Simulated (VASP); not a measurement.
Crystal: Ta.

```
Ta
1.0
     2.94513    0.00000    0.00000
    -1.47256    2.55056    0.00000
     0.00000    0.00000    4.80940
Ta
2
Direct
  0.33333 0.66667 0.25000
  0.66667 0.33333 0.75000
```

* Program: VASP 6.6.1
* Task: relaxation of cell and atoms
* Functional: PBE
* Potentials or basis: VASP PAW PBE potentials, release 64 (Ta_pv)
* Cutoff: 600 eV
* k mesh: 12 × 12 × 7
* Occupations: fermi-dirac, width 0.1 eV
* Spin: no spin polarisation

At the start: pressure 7.6 GPa; volume 18.06 Å³/atom.

Question: How do energy, volume and symmetry change on relaxing?

Answer: Over 7 steps the energy falls by 60.3 meV/atom and the volume is 18.75 Å³/atom (+3.8 %); space group P6_3/mmc (No. 194, to 0.05 Å).

The path:
```csv
step,energy change (eV),largest force (eV/Å),pressure (GPa),volume (Å³)
1,0.0000,0.0000,7.57,36.13
2,0.0324,0.0000,-13.38,40.72
3,-0.0704,0.0000,-3.22,38.15
4,-0.1189,0.0000,-0.97,37.71
5,-0.1196,0.0000,-1.28,37.76
6,-0.1176,0.0000,2.19,37.07
7,-0.1207,0.0000,0.00,37.50
```

Final structure:
```
Ta
1.0
     2.89900    0.00000    0.00000
    -1.44950    2.51061    0.00000
     0.00000    0.00000    5.15231
Ta
2
Direct
  0.33333 0.66667 0.25000
  0.66667 0.33333 0.75000
```
